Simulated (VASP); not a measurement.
# ScAl3 (Pm-3m) in VASP: notebook

ScAl3 is run at these levels: PBEsol; tasks: single point, relaxation of cell and atoms.

Program: VASP 6.6.1. These are calculated values, not measurements. Logs are shortened: lines on timing, memory, paths and dates and some standing lists are left out, and cuts for length are marked.

## (1) The cell of the first run

Symmetry: Pm-3m, No. 221, cubic system. The conventional cell has a = 4.043 Å, b = 4.043 Å, c = 4.043 Å, α = 90.00°, β = 90.00°, γ = 90.00°. Within 3.8 Å of Sc (site symmetry m-3m) lie 12 Al at 2.86 Å. Al (site symmetry 4/mmm) has 4 Sc at 2.86 Å and 8 Al at 2.86 Å within 3.8 Å.

## (2) Single point, PBEsol

INCAR reads:

```
PREC     = Accurate       # precision mode
ENCUT    = 520            # plane-wave cutoff, eV
EDIFF    = 1E-7           # SCF threshold, eV
ISMEAR   = -1             # smearing method
SIGMA    = 0.05           # smearing width, eV
LREAL    = False          # projectors in reciprocal space
LASPH    = True           # aspherical terms in the spheres
NELM     = 100            # most SCF steps
ALGO     = Fast           # electronic algorithm
ISIF     = 2              # what is computed and relaxed
LWAVE    = False          # write WAVECAR
LCHARG   = False          # write CHGCAR
GGA      = PS             # functional
NBANDS   = 18             # bands
```

KPOINTS reads:

```
Automatic mesh
0
Gamma
  7 7 7
```

POSCAR reads:

```
ScAl3
1.0
    4.0431719995      0.0000000000      0.0000000000
    0.0000000000      4.0431719995      0.0000000000
    0.0000000000      0.0000000000      4.0431719995
Sc Al
1 3
Direct
    0.0000000000      0.0000000000      0.0000000000
    0.5000000000      0.5000000000      0.0000000000
    0.0000000000      0.5000000000      0.5000000000
    0.5000000000      0.0000000000      0.5000000000
```

Potentials or basis: VASP PAW PBE potentials, release 64 (Sc_sv, Al).

Started as:

```bash
cat potpaw_PBE.64/Sc_sv/POTCAR potpaw_PBE.64/Al/POTCAR > POTCAR
mpirun -np 1 vasp_std > vasp.out
```

OUTCAR:

```text
PREC = Accurate
   ENCUT = 520
   EDIFF = 1E-7
   ISMEAR = -1
   LREAL = False
   LASPH = True
   NELM = 100
   ISIF = 2
   GGA = PS

 ion  position               nearest neighbor table
   1  0.000  0.000  0.000-   2 2.86   3 2.86   4 2.86   3 2.86   4 2.86   2 2.86   3 2.86   3 2.86
                             2 2.86   4 2.86   4 2.86   2 2.86
   2  0.500  0.500  0.000-   1 2.86   3 2.86   4 2.86   3 2.86   4 2.86   1 2.86   4 2.86   4 2.86
                             1 2.86   3 2.86   3 2.86   1 2.86
   3  0.000  0.500  0.500-   1 2.86   2 2.86   4 2.86   1 2.86   2 2.86   1 2.86   4 2.86   1 2.86
                             2 2.86   4 2.86   2 2.86   4 2.86
   4  0.500  0.000  0.500-   1 2.86   2 2.86   3 2.86   1 2.86   2 2.86   2 2.86   3 2.86   2 2.86
                             1 2.86   3 2.86   1 2.86   3 2.86

  LATTYP: Found a simple cubic cell.
 ALAT       =     4.0431719995

  Lattice vectors:

 A1 = (   4.0431719995,   0.0000000000,   0.0000000000)
 A2 = (   0.0000000000,   4.0431719995,   0.0000000000)
 A3 = (   0.0000000000,   0.0000000000,   4.0431719995)

Analysis of symmetry for initial positions (statically):
=====================================================================
 Subroutine PRICEL returns:
 Original cell was already a primitive cell.

 Routine SETGRP: Setting up the symmetry group for a
 simple cubic supercell.

 Subroutine GETGRP returns: Found 48 space group operations
 (whereof 48 operations were pure point group operations)
 out of a pool of 48 trial point group operations.

The static configuration has the point symmetry O_h .

Analysis of symmetry for dynamics (positions and initial velocities):
=====================================================================
 Subroutine PRICEL returns:
 Original cell was already a primitive cell.

 Routine SETGRP: Setting up the symmetry group for a
 simple cubic supercell.

 Subroutine GETGRP returns: Found 48 space group operations
 (whereof 48 operations were pure point group operations)
 out of a pool of 48 trial point group operations.

The dynamic configuration has the point symmetry O_h .

 Subroutine INISYM returns: Found 48 space group operations
 (whereof 48 operations are pure point group operations),
 and found     1 'primitive' translations

----------------------------------------------------------------------------------------

                                     Primitive cell

  volume of cell :      66.0947

  direct lattice vectors                    reciprocal lattice vectors
     4.043172000  0.000000000  0.000000000     0.247330561  0.000000000  0.000000000
     0.000000000  4.043172000  0.000000000     0.000000000  0.247330561  0.000000000
     0.000000000  0.000000000  4.043172000     0.000000000  0.000000000  0.247330561

  length of vectors
     4.043172000  4.043172000  4.043172000     0.247330561  0.247330561  0.247330561

  position of ions in fractional coordinates (direct lattice)
     0.000000000  0.000000000  0.000000000
     0.500000000  0.500000000  0.000000000
     0.000000000  0.500000000  0.500000000
     0.500000000  0.000000000  0.500000000

  ion indices of the primitive-cell ions
   primitive index   ion index
                 1           1
                 2           2
                 3           3
                 4           4

----------------------------------------------------------------------------------------

 KPOINTS: Automatic mesh

Automatic generation of k-mesh.
 Grid dimensions read from file:
 generate k-points for:    7    7    7

 Generating k-lattice:

  Cartesian coordinates                     Fractional coordinates (reciprocal lattice)
     0.035332937  0.000000000  0.000000000     0.142857143  0.000000000  0.000000000
     0.000000000  0.035332937  0.000000000     0.000000000  0.142857143  0.000000000
     0.000000000  0.000000000  0.035332937     0.000000000  0.000000000  0.142857143

  Length of vectors
     0.035332937  0.035332937  0.035332937

  Shift w.r.t. Gamma in fractional coordinates (k-lattice)
     0.000000000  0.000000000  0.000000000

 Subroutine IBZKPT returns following result:
 ===========================================

 Found     20 irreducible k-points:

 Following reciprocal coordinates:
            Coordinates               Weight
  0.000000  0.000000  0.000000      1.000000
  0.142857  0.000000  0.000000      6.000000
  0.285714  0.000000  0.000000      6.000000
  0.428571  0.000000  0.000000      6.000000
  0.142857  0.142857  0.000000     12.000000
  0.285714  0.142857  0.000000     24.000000
[... 12 lines left out ...]
  0.428571  0.428571  0.285714     24.000000
  0.428571  0.428571  0.428571      8.000000
   k-points           NKPTS =     20   k-points in BZ     NKDIM =     20   number of bands    NBANDS=     18
   number of dos      NEDOS =    301   number of ions     NIONS =      4
   total plane-waves  NPLWV =  27000
   dimension x,y,z NGX =    30 NGY =   30 NGZ =   30
   dimension x,y,z NGXF=    60 NGYF=   60 NGZF=   60
   ions per type =               1   3
   NGX,Y,Z   is equivalent  to a cutoff of  12.34, 12.34, 12.34 a.u.
   NGXF,Y,Z  is equivalent  to a cutoff of  24.67, 24.67, 24.67 a.u.
 SYSTEM =  unknown system
   PREC   = accura    normal or accurate (medium, high low for compatibility)
   ISTART =      0    job   : 0-new  1-cont  2-samecut
   ICHARG =      2    charge: 1-file 2-atom 10-const
   ISPIN  =      1    spin polarized calculation?
   LNONCOLLINEAR =      F non collinear calculations
   LSORBIT =      F    spin-orbit coupling
   LASPH  =      T    aspherical Exc in radial PAW
   ENCUT  =  520.0 eV  38.22 Ry    6.18 a.u.   7.52  7.52  7.52*2*pi/ulx,y,z
   NELM   =    100;   NELMIN=  2; NELMDL= -5     # of ELM steps
   EDIFF  = 0.1E-06   stopping-criterion for ELM
   LREAL  =      F    real-space projection
   EDIFFG = 0.1E-05   stopping-criterion for IOM
   NSW    =      0    number of steps for IOM
   IBRION =     -1    ionic relax: 0-MD 1-quasi-New 2-CG
   NFREE  =      0    steps in history (QN), initial steepest desc. (CG)
   ISIF   =      2    stress and relaxation
   ISYM   =      2    0-nonsym 1-usesym 2-fastsym
   POTIM  = 0.5000    time-step for ionic-motion
   TEBEG  =    0.0;   TEEND  =   0.0 temperature during run
   PSTRESS=    0.0 pullay stress
   NELECT =      20.0000    total number of electrons
   NUPDOWN=      -1.0000    fix difference up-down
   EMIN   =  10.00;   EMAX   =-10.00  energy-range for DOS
   EFERMI =   0.00;   METHOD = LEGACY
   ISMEAR =    -1;   SIGMA  =   0.05  broadening in eV -4-tet -1-fermi 0-gaus
   EFERMI_NEDOS =   21; number of points for ismear=-14 and -15
   IALGO  =     68    algorithm
   IMIX   =      4    mixing-type and parameters
     AMIX     =   0.40;   BMIX     =  1.00
     AMIX_MAG =   1.60;   BMIX_MAG =  1.00
  volume/ion in A,a.u.               =      16.52       111.51
  Fermi-wavevector in a.u.,A,eV,Ry     =   1.099080  2.076960 16.435521  1.207977
  Thomas-Fermi vector in A             =   2.235468
   LORBIT       =      0    0 simple, 1 ext, 2 COOP (PROOUT), +10 PAW based schemes
   GGA     = PS    functional components
   LHFCALC =     F    Hartree Fock is set to
   AEXX    =    0.0000 exact exchange contribution
   IVDW    =     0    specifies the selected vdW correction
   LEPSILON=     F    determine dielectric tensor
   LRPA    =     F    only Hartree local field effects (RPA)
 non-spin polarized calculation
 RMM-DIIS sequential band-by-band and
  energy-cutoff  :      520.00
  volume of cell :       66.09
 maximum number of plane-waves:      1806
 NGX is ok and might be reduce to    30
   NGX = 15   NGY = 15   NGZ = 15

 number of electron      20.0000002 magnetization

 Free energy of the ion-electron system (eV)
  ---------------------------------------------------
  ext. energy  EPLUGINS =         0.00000000
  ---------------------------------------------------
  free energy    TOTEN  =       -20.76127994 eV

  energy without entropy =      -20.74841761  energy(sigma->0) =      -20.75484877

 E-fermi :   7.3951     XC(G=0): -10.6286

 val. band max:        7.3303549499   @ k =   0.4286   0.4286   0.1429
 cond. band min:       7.3976425411   @ k =   0.2857   0.0000   0.0000
 fundamental gap:      0.0672875912
 Fermi energy:         7.3951309893

 k-point     1 :       0.0000    0.0000    0.0000
  band No.  band energies     occupation
      1     -41.1477      2.00000
      2     -19.9591      2.00000
      3     -19.9591      2.00000
      4     -19.9591      2.00000
      5      -2.6912      2.00000
      6       4.8299      2.00000
[... 10 lines left out ...]
     17      12.9689      0.00000
     18      12.9689      0.00000

 k-point     2 :       0.1429    0.0000    0.0000
  band No.  band energies     occupation
      1     -41.1474      2.00000
      2     -19.9665      2.00000
      3     -19.9585      2.00000
      4     -19.9585      2.00000
      5      -2.4980      2.00000
      6       3.5733      2.00000
[... 10 lines left out ...]
     17      13.0570      0.00000
     18      13.0571      0.00000

 k-point     3 :       0.2857    0.0000    0.0000
  band No.  band energies     occupation
      1     -41.1467      2.00000
      2     -19.9829      2.00000
      3     -19.9572      2.00000
      4     -19.9572      2.00000
      5      -1.9322      2.00000
      6       1.9011      2.00000
[... 10 lines left out ...]
     17      12.4281      0.00000
     18      13.6531      0.00000

 k-point     4 :       0.4286    0.0000    0.0000
  band No.  band energies     occupation
      1     -41.1462      2.00000
      2     -19.9960      2.00000
      3     -19.9562      2.00000
      4     -19.9562      2.00000
      5      -1.0685      2.00000
      6       0.4449      2.00000
[... 291 lines left out ...]
      4     -19.9753      2.00000
      5       0.2112      2.00000
      6       1.7672      2.00000
[... 10 lines left out ...]
     17      12.6567      0.00000
     18      13.8746      0.00000

 k-point    19 :       0.4286    0.4286    0.2857
  band No.  band energies     occupation
      1     -41.1439      2.00000
      2     -19.9879      2.00000
      3     -19.9876      2.00000
      4     -19.9744      2.00000
      5       0.9104      2.00000
      6       2.3115      2.00000
[... 10 lines left out ...]
     17      11.8870      0.00000
     18      15.0282      0.00000

 k-point    20 :       0.4286    0.4286    0.4286
  band No.  band energies     occupation
      1     -41.1434      2.00000
      2     -19.9862      2.00000
      3     -19.9859      2.00000
      4     -19.9859      2.00000
      5       1.6453      2.00000
      6       2.6711      2.00000
[... 10 lines left out ...]
     17      11.7493      0.00000
     18      17.1669      0.00000

------------------------ aborting loop because EDIFF is reached ----------------------------------------

  FORCE on cell =-STRESS in cart. coord.  units (eV):
  Direction    XX          YY          ZZ          XY          YZ          ZX
  --------------------------------------------------------------------------------------
  -------------------------------------------------------------------------------------
  Total        0.8751211      0.8751211      0.8751211     -0.0000000     -0.0000000      0.0000000
  in kB       21.2134886     21.2134886     21.2134886     -0.0000000     -0.0000000      0.0000000
  external PRESSURE =      21.2134886 kB  Pullay stress =       0.0000000 kB

 VOLUME and BASIS-vectors are now :
 -----------------------------------------------------------------------------
  energy-cutoff  :      520.00
  volume of cell :       66.09
      direct lattice vectors                 reciprocal lattice vectors
     4.043172000  0.000000000  0.000000000     0.247330561  0.000000000  0.000000000
     0.000000000  4.043172000  0.000000000     0.000000000  0.247330561  0.000000000
     0.000000000  0.000000000  4.043172000     0.000000000  0.000000000  0.247330561

 POSITION                                       TOTAL-FORCE (eV/Angst)
 -----------------------------------------------------------------------------------
      0.00000      0.00000      0.00000         0.000000      0.000000      0.000000
      2.02159      2.02159      0.00000         0.000000      0.000000      0.000000
      0.00000      2.02159      2.02159         0.000000      0.000000      0.000000
      2.02159      0.00000      2.02159         0.000000      0.000000      0.000000
 -----------------------------------------------------------------------------------
    total drift:                               -0.000000     -0.000000      0.000000

  FREE ENERGIE OF THE ION-ELECTRON SYSTEM (eV)
  ---------------------------------------------------
  free  energy   TOTEN  =       -20.7612799363 eV

  energy  without entropy=      -20.7484176116  energy(sigma->0) =      -20.75484877
```

Wall time 22 s (1 thread of AMD EPYC 9R45 (Zen 5), shared host); peak memory 0.14 GiB.

Results:

| Item | Value |
| --- | --- |
| Free energy | -20.7613 eV |
| Pressure | 2.1 GPa |
| Band gap on the k mesh | zero (bands 10 and 11 overlap by 3.71 eV) |

Caveat: the PAW data sets were made with another functional, which shifts forces and pressure a little.

(Part 1 of 3 ends here.)

The gap in the log of VASP goes by the Fermi energy; the results here count the filled bands.